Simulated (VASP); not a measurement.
# VH2 (R3m) in VASP: a series of runs

VH2 is run at these levels: LDA; tasks: single point.

Program: VASP 6.6.1. These are calculated values, not measurements. Logs are shortened: lines on timing, memory, paths and dates and some standing lists are left out, and cuts for length are marked.

**1. The cell of the first run**

It takes space group R3m (No. 160, trigonal). The conventional cell has a = 3.020 Å, b = 3.020 Å, c = 7.398 Å, α = 90.00°, β = 90.00°, γ = 120.00°. Within 2.3 Å of V (site symmetry 3m) lie 8 H at 1.74 to 2.07 Å. H (site symmetry 3m) has 4 V at 1.79 to 2.07 Å and 6 H at 2.07 to 2.20 Å within 2.4 Å. H (site symmetry 3m) has 4 V at 1.74 to 1.89 Å and 6 H at 2.07 to 2.20 Å within 2.3 Å.

**2. Single point, LDA, collinear spin, ferromagnetic start (shortest bond scaled by 1.12)**

INCAR reads:

```
SYSTEM = VH2
PREC = Accurate
ENCUT = 520
EDIFF = 1E-6
ISMEAR = -1
SIGMA = 0.05
LREAL = .FALSE.
LASPH = .TRUE.
NELM = 150
ALGO = Normal
ISIF = 2
LWAVE = .FALSE.
LCHARG = .FALSE.
ISPIN = 2
MAGMOM = 1.5 0 0
LORBIT = 11
LMAXMIX = 4
NBANDS = 18
```

KPOINTS reads:

```
regular mesh
0
G
  11 11 11
  0 0 0
```

POSCAR reads:

```
VH2
1.0
    0.0000000000      2.1355000000      2.1355000000
    2.1355000000      0.0000000000      2.1355000000
    2.1355000000      2.1355000000      0.0000000000
V H
1 2
Direct
    0.0450000000     -0.0150000000     -0.0150000000
    0.2050000000      0.2650000000      0.2650000000
    0.7500000000      0.7500000000      0.7500000000
```

Potentials or basis: VASP PAW LDA potentials, release 64 (V_sv, H).

On the command line:

```
$ cat potpaw_LDA.64/V_sv/POTCAR potpaw_LDA.64/H/POTCAR > POTCAR
$ mpirun -np 1 vasp_std > vasp.out
```

OUTCAR:

```text
SYSTEM = VH2
   PREC = Accurate
   ENCUT = 520
   EDIFF = 1E-6
   ISMEAR = -1
   LREAL = .FALSE.
   LASPH = .TRUE.
   NELM = 150
   ISIF = 2
   ISPIN = 2
   LORBIT = 11

 ion  position               nearest neighbor table
   1  0.045  0.985  0.985-   3 1.74   2 1.79   2 1.79   2 1.79   3 1.89   3 1.89   3 1.89
   2  0.205  0.265  0.265-   1 1.79   1 1.79   1 1.79
   3  0.750  0.750  0.750-   1 1.74   1 1.89   1 1.89   1 1.89

  LATTYP: Found a face centered cubic cell.
 ALAT       =     4.2710000000

  Lattice vectors:

 A1 = (   0.0000000000,   2.1355000000,   2.1355000000)
 A2 = (   2.1355000000,   0.0000000000,   2.1355000000)
 A3 = (   2.1355000000,   2.1355000000,   0.0000000000)

Analysis of symmetry for initial positions (statically):
=====================================================================
 Subroutine PRICEL returns:
 Original cell was already a primitive cell.

 Routine SETGRP: Setting up the symmetry group for a
 face centered cubic supercell.

 Subroutine GETGRP returns: Found  6 space group operations
 (whereof  6 operations were pure point group operations)
 out of a pool of 48 trial point group operations.

The static configuration has the point symmetry C_3v.

Analysis of symmetry for dynamics (positions and initial velocities):
=====================================================================
 Subroutine PRICEL returns:
 Original cell was already a primitive cell.

 Routine SETGRP: Setting up the symmetry group for a
 face centered cubic supercell.

 Subroutine GETGRP returns: Found  6 space group operations
 (whereof  6 operations were pure point group operations)
 out of a pool of 48 trial point group operations.

The dynamic configuration has the point symmetry C_3v.

Analysis of structural, dynamic, and magnetic symmetry:
=====================================================================
 Subroutine PRICEL returns:
 Original cell was already a primitive cell.

 Routine SETGRP: Setting up the symmetry group for a
 face centered cubic supercell.

 Subroutine GETGRP returns: Found  6 space group operations
 (whereof  6 operations were pure point group operations)
 out of a pool of 48 trial point group operations.

The overall configuration has the point symmetry C_3v.

 Subroutine INISYM returns: Found  6 space group operations
 (whereof  6 operations are pure point group operations),
 and found     1 'primitive' translations

[... 121 lines left out ...]
   GGA     = CA    functional components
   LHFCALC =     F    Hartree Fock is set to
   AEXX    =    0.0000 exact exchange contribution
   IVDW    =     0    specifies the selected vdW correction
   LEPSILON=     F    determine dielectric tensor
   LRPA    =     F    only Hartree local field effects (RPA)
 spin polarized calculation
  energy-cutoff  :      520.00
  volume of cell :       19.48
 maximum number of plane-waves:       534
   NGX = 11   NGY = 11   NGZ = 11

 number of electron      14.9999999 magnetization      -0.0045964

 number of electron      14.9999999 magnetization       0.0004645

 Free energy of the ion-electron system (eV)
  ---------------------------------------------------
  ext. energy  EPLUGINS =         0.00000000
  ---------------------------------------------------
  free energy    TOTEN  =       -17.68560992 eV

  energy without entropy =      -17.67332867  energy(sigma->0) =      -17.67946929

 E-fermi :   7.8079     XC(G=0): -12.4138

 val. band max:        7.8017991948   @ k =   0.0909  -0.4545   0.2727
 cond. band min:       7.8088609857   @ k =   0.2727   0.1818  -0.3636
 fundamental gap:      0.0070617909
 Fermi energy:         7.8078556735

 spin component 1

 k-point     1 :       0.0000    0.0000    0.0000
  band No.  band energies     occupation
      1     -55.9644      1.00000
      2     -30.0868      1.00000
      3     -30.0868      1.00000
      4     -30.0779      1.00000
      5      -3.3517      1.00000
      6       6.2913      1.00000
[... 493 lines left out ...]
     17      26.9292      0.00000
     18      33.4410      0.00000

 [... further k-points ...]

 spin component 2

 k-point     1 :       0.0000    0.0000    0.0000
  band No.  band energies     occupation
      1     -55.9640      1.00000
      2     -30.0865      1.00000
      3     -30.0865      1.00000
      4     -30.0776      1.00000
      5      -3.3516      1.00000
      6       6.2915      1.00000
[... 493 lines left out ...]
     17      26.9293      0.00000
     18      33.4412      0.00000

 [... further k-points ...]

------------------------ aborting loop because EDIFF is reached ----------------------------------------

  FORCE on cell =-STRESS in cart. coord.  units (eV):
  Direction    XX          YY          ZZ          XY          YZ          ZX
  --------------------------------------------------------------------------------------
  -------------------------------------------------------------------------------------
  Total       -1.7037155     -1.7037155     -1.7037155      0.0037439     -0.0037439      0.0037439
  in kB     -140.1454276   -140.1454276   -140.1454276      0.3079715     -0.3079715      0.3079715
  external PRESSURE =    -140.1454276 kB  Pullay stress =       0.0000000 kB

 VOLUME and BASIS-vectors are now :
 -----------------------------------------------------------------------------
  energy-cutoff  :      520.00
  volume of cell :       19.48
      direct lattice vectors                 reciprocal lattice vectors
     0.000000000  2.135500000  2.135500000    -0.234137204  0.234137204  0.234137204
     2.135500000  0.000000000  2.135500000     0.234137204 -0.234137204  0.234137204
     2.135500000  2.135500000  0.000000000     0.234137204  0.234137204 -0.234137204

 POSITION                                       TOTAL-FORCE (eV/Angst)
 -----------------------------------------------------------------------------------
      4.20693      2.19957      2.19957         0.698962     -0.698962     -0.698962
      1.13182      1.00368      1.00368        -0.378206      0.378206      0.378206
      3.20325      3.20325      3.20325        -0.320756      0.320756      0.320756
 -----------------------------------------------------------------------------------
    total drift:                                0.000151     -0.000150     -0.000150

  FREE ENERGIE OF THE ION-ELECTRON SYSTEM (eV)
  ---------------------------------------------------
  free  energy   TOTEN  =       -17.6856099162 eV

  energy  without entropy=      -17.6733286702  energy(sigma->0) =      -17.67946929

 total charge

# of ion       s       p       d       tot
------------------------------------------
    1        2.216   6.218   3.191  11.625
    2        0.562   0.027   0.000   0.589
    3        0.559   0.027   0.000   0.585
--------------------------------------------------
tot          3.337   6.271   3.191  12.799

 magnetization (x)

# of ion       s       p       d       tot
------------------------------------------
    1        0.000   0.000   0.000   0.000
    2       -0.000   0.000   0.000  -0.000
    3       -0.000   0.000   0.000  -0.000
--------------------------------------------------
tot         -0.000   0.000   0.000   0.000
```

stdout:

```text
POSCAR found type information on POSCAR V H
 POSCAR found :  2 types and       3 ions
 scaLAPACK will be used
 LDA part: xc-table for (Slater(with rela. corr.)+CA(PZ))
 , standard interpolation
 POSCAR, INCAR and KPOINTS ok, starting setup
 FFT: planning ... GRIDC
 FFT: planning ... GRID_SOFT
 FFT: planning ... GRID
 WAVECAR not read
 entering main loop
```

Wall time 26 s (1 thread of Intel Xeon 6975P-C (Granite Rapids), shared host); peak memory 0.19 GiB.

What came out:

```yaml
Free_energy: -17.6856 eV
Pressure: -14.0 GPa
Largest_force: 1.211 eV/Å
Net_moment: 0.00 μB per cell
Valence_electrons_inside_the_program's_atomic_spheres: V 11.62; H 0.59, 0.58
```

Forces on the atoms (eV/Å):
```
V    0.699 -0.699 -0.699
H   -0.378  0.378  0.378
H   -0.321  0.321  0.321
```

Caveat: the cell differs from its parent crystal (shortest bond scaled by 1.12); forces of over 1 eV/Å act on the atoms, so gaps and moduli don't describe the material at rest.

**3. Single point, LDA, collinear spin, ferromagnetic start (shortest bond scaled by 0.85)**

INCAR reads:

```
PREC     = Accurate       # precision mode
ENCUT    = 520            # plane-wave cutoff, eV
EDIFF    = 1E-6           # SCF threshold, eV
ISMEAR   = -1             # smearing method
SIGMA    = 0.05           # smearing width, eV
LREAL    = False          # projectors in reciprocal space
LASPH    = True           # aspherical terms in the spheres
NELM     = 150            # most SCF steps
ALGO     = Normal         # electronic algorithm
ISIF     = 2              # what is computed and relaxed
LWAVE    = False          # write WAVECAR
LCHARG   = True           # write CHGCAR
ISPIN    = 2              # spin polarisation
MAGMOM   = 1.5 0 0        # initial moments
LORBIT   = 11             # projections on sites
LMAXMIX  = 4              # l up to which the mixer works
LELF     = True           # ELF
LVHAR    = True         
NBANDS   = 18             # bands
```

KPOINTS reads:

```
Automatic mesh
0
Gamma
  11 11 11
```

POSCAR reads:

```
VH2
1.0
    0.0000000000      2.1355000000      2.1355000000
    2.1355000000      0.0000000000      2.1355000000
    2.1355000000      2.1355000000      0.0000000000
V H
1 2
Direct
   -0.0562500000      0.0187500000      0.0187500000
    0.3062500000      0.2312500000      0.2312500000
    0.7500000000      0.7500000000      0.7500000000
```

Potentials or basis: VASP PAW LDA potentials, release 64 (V_sv, H).

On the command line:

```
$ cat potpaw_LDA.64/V_sv/POTCAR potpaw_LDA.64/H/POTCAR > POTCAR
$ mpirun -np 1 vasp_std > vasp.out
```

OUTCAR:

```text
PREC = Accurate
   ENCUT = 520
   EDIFF = 1E-6
   ISMEAR = -1
   LREAL = False
   LASPH = True
   NELM = 150
   ISIF = 2
   ISPIN = 2
   LORBIT = 11

 ion  position               nearest neighbor table
   1  0.944  0.019  0.019-   2 1.57   3 1.81   3 1.81   3 1.81
   2  0.306  0.231  0.231-   1 1.57
   3  0.750  0.750  0.750-   1 1.81   1 1.81   1 1.81

  LATTYP: Found a face centered cubic cell.
 ALAT       =     4.2710000000

  Lattice vectors:

 A1 = (   0.0000000000,   2.1355000000,   2.1355000000)
 A2 = (   2.1355000000,   0.0000000000,   2.1355000000)
 A3 = (   2.1355000000,   2.1355000000,   0.0000000000)

Analysis of symmetry for initial positions (statically):
=====================================================================
 Subroutine PRICEL returns:
 Original cell was already a primitive cell.

 Routine SETGRP: Setting up the symmetry group for a
 face centered cubic supercell.

 Subroutine GETGRP returns: Found  6 space group operations
[... 1202 lines left out ...]

 [... further k-points ...]

------------------------ aborting loop because EDIFF is reached ----------------------------------------

  FORCE on cell =-STRESS in cart. coord.  units (eV):
  Direction    XX          YY          ZZ          XY          YZ          ZX
  --------------------------------------------------------------------------------------
  -------------------------------------------------------------------------------------
  Total       -1.3268485     -1.3268485     -1.3268485     -0.7660865      0.7660865     -0.7660865
  in kB     -109.1448407   -109.1448407   -109.1448407    -63.0172822     63.0172822    -63.0172822
  external PRESSURE =    -109.1448407 kB  Pullay stress =       0.0000000 kB

 VOLUME and BASIS-vectors are now :
 -----------------------------------------------------------------------------
  energy-cutoff  :      520.00
  volume of cell :       19.48
      direct lattice vectors                 reciprocal lattice vectors
     0.000000000  2.135500000  2.135500000    -0.234137204  0.234137204  0.234137204
     2.135500000  0.000000000  2.135500000     0.234137204 -0.234137204  0.234137204
     2.135500000  2.135500000  0.000000000     0.234137204  0.234137204 -0.234137204

 POSITION                                       TOTAL-FORCE (eV/Angst)
 -----------------------------------------------------------------------------------
      0.08008      2.05542      2.05542        -1.636365      1.636365      1.636365
      0.98767      1.14783      1.14783         1.432808     -1.432808     -1.432808
      3.20325      3.20325      3.20325         0.203557     -0.203557     -0.203557
 -----------------------------------------------------------------------------------
    total drift:                                0.000079     -0.000079     -0.000079

  FREE ENERGIE OF THE ION-ELECTRON SYSTEM (eV)
  ---------------------------------------------------
  free  energy   TOTEN  =       -17.4922477325 eV

  energy  without entropy=      -17.4792676303  energy(sigma->0) =      -17.48575768

 total charge

# of ion       s       p       d       tot
------------------------------------------
    1        2.221   6.223   3.209  11.653
    2        0.573   0.030   0.000   0.603
    3        0.559   0.027   0.000   0.586
--------------------------------------------------
tot          3.354   6.279   3.209  12.842

 magnetization (x)

# of ion       s       p       d       tot
------------------------------------------
    1        0.000   0.000   0.000   0.000
    2       -0.000   0.000   0.000  -0.000
    3       -0.000   0.000   0.000  -0.000
--------------------------------------------------
tot         -0.000   0.000   0.000   0.000
```

OSZICAR:

```text
N       E                     dE             d eps       ncg     rms          rms(c)
DAV:   1     0.109283320110E+03    0.10928E+03   -0.72141E+03 10528   0.864E+02
DAV:   2    -0.169843396141E+02   -0.12627E+03   -0.11960E+03 10790   0.283E+02
DAV:   3    -0.197855269615E+02   -0.28012E+01   -0.27755E+01 11606   0.452E+01
DAV:   4    -0.197974942608E+02   -0.11967E-01   -0.11966E-01 11562   0.316E+00
DAV:   5    -0.197975871528E+02   -0.92892E-04   -0.92891E-04 11328   0.264E-01    0.249E+01
DAV:   6    -0.175750750528E+02    0.22225E+01   -0.26072E+00 10868   0.284E+01    0.374E+00
DAV:   7    -0.175146513831E+02    0.60424E-01   -0.28078E-01 10990   0.529E+00    0.305E+00
DAV:   8    -0.174905041765E+02    0.24147E-01   -0.16191E-02 11340   0.135E+00    0.168E+00
DAV:   9    -0.174921033106E+02   -0.15991E-02   -0.40695E-03 11172   0.564E-01    0.412E-01
DAV:  10    -0.174920815639E+02    0.21747E-04   -0.44978E-04 11240   0.233E-01    0.195E-01
DAV:  11    -0.174922508885E+02   -0.16932E-03   -0.12266E-04 10914   0.112E-01    0.364E-02
DAV:  12    -0.174922477110E+02    0.31775E-05   -0.75635E-06 11350   0.372E-02    0.770E-03
DAV:  13    -0.174922477325E+02   -0.21488E-07   -0.23715E-07  6328   0.662E-03
   1 F= -.17492248E+02 E0= -.17485758E+02  d E =-.129801E-01  mag=     0.0001
```

Run time: 26 s. Hardware: 1 thread of Intel Xeon 6975P-C (Granite Rapids), shared host; peak memory 0.19 GiB.

What came out:

* Free energy: -17.4922 eV
* Pressure: -10.9 GPa
* Largest force: 2.834 eV/Å
* Net moment: 0.00 μB per cell
* Valence electrons inside the program's atomic spheres: V 11.65; H 0.60, 0.59

Forces on the atoms (eV/Å):
```
V   -1.636  1.636  1.636
H    1.433 -1.433 -1.433
H    0.204 -0.204 -0.204
```

Stress tensor (GPa, compression positive):
```
-10.91  -6.30  -6.30
 -6.30 -10.91   6.30
 -6.30   6.30 -10.91
```

Caveat: the cell differs from its parent crystal (shortest bond scaled by 0.85); forces of over 1 eV/Å act on the atoms, so gaps and moduli don't describe the material at rest.
